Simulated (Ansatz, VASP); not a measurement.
# Two plane-wave programs on Cu

The input POSCAR:

```
Cu
1.0
    0.0000000000      1.7830713297      1.7830713297
    1.7830713297      0.0000000000      1.7830713297
    1.7830713297      1.7830713297      0.0000000000
Cu
1
Direct
    0.0000000000      0.0000000000      0.0000000000
```

Contents of INCAR.step1:

```
SYSTEM = Cu
ALGO     = Normal         ! electronic algorithm
EDIFF    = 1E-5           ! SCF threshold, eV
ENCUT    = 520            ! plane-wave cutoff, eV
GGA      = PE             ! functional
GGA_COMPAT= .False.      
ISIF     = 2              ! what is computed and relaxed
ISMEAR   = -1             ! smearing method
LASPH    = .True.         ! aspherical terms in the spheres
LCHARG   = .False.        ! write CHGCAR
LREAL    = .False.        ! projectors in reciprocal space
LWAVE    = .True.         ! write WAVECAR
NBANDS   = 12             ! bands
NELM     = 120            ! most SCF steps
PREC     = Accurate       ! precision mode
SIGMA    = 0.05           ! smearing width, eV
```

Contents of INCAR.step2:

```
SYSTEM = Cu
ALGO     = Normal         ! electronic algorithm
EDIFF    = 1E-6           ! SCF threshold, eV
ENCUT    = 520            ! plane-wave cutoff, eV
GGA      = PE             ! functional
GGA_COMPAT= .False.      
HFSCREEN = 0.2079         ! screening, 1/A
ISIF     = 2              ! what is computed and relaxed
ISMEAR   = -1             ! smearing method
ISTART   = 1            
LASPH    = .True.         ! aspherical terms in the spheres
LCHARG   = .False.        ! write CHGCAR
LHFCALC  = .True.         ! exact exchange
LREAL    = .False.        ! projectors in reciprocal space
LWAVE    = .False.        ! write WAVECAR
NBANDS   = 12             ! bands
NELM     = 120            ! most SCF steps
PREC     = Accurate       ! precision mode
PRECFOCK = Normal       
SIGMA    = 0.05           ! smearing width, eV
```

File KPOINTS:

```
k-points
0
Gamma
  8 8 8
  0 0 0
```

The input input:

```
crystal:
  lattice:
    - [0.0, 1.7830713297, 1.7830713297]
    - [1.7830713297, 0.0, 1.7830713297]
    - [1.7830713297, 1.7830713297, 0.0]
  atoms:
    - { symbol: Cu, position: [0.0, 0.0, 0.0] }
hamiltonian:
  xc: hse06
  pseudopotentials: { kind: paw }
kpoints:
  mp_grid: { grid: [8, 8, 8] }
scf:
  occupations: { method: fermi_dirac, width: 0.05 }
output:
  forces: true
  stress: true
  eigenvalues: true
```

Alike in both runs: task single point; functional HSE06; k mesh 8 × 8 × 8; occupations fermi-dirac, width 0.05 eV; no spin polarisation.

```csv
,VASP,Ansatz
version,VASP 6.6.1,Ansatz 0.2.0
potentials or method,"VASP PAW PBE potentials, release 64 (Cu)",Ansatz PAW
plane-wave cutoff (eV),520,420
valence electrons in the cell,11,19
```

```csv
,VASP,Ansatz,Ansatz less VASP
gap on the k mesh at the Fermi level (eV),none,none,-
pressure (GPa),9.2,9.1,-0.08
```

A gap of «none» marks a metal or a gap that the smearing closes. VASP's potentials hold 11 valence electrons a cell and Ansatz's 19, so a difference there can come from the potentials and not from the codes.

The k mesh is coarse, so the values compare programs but aren't converged.
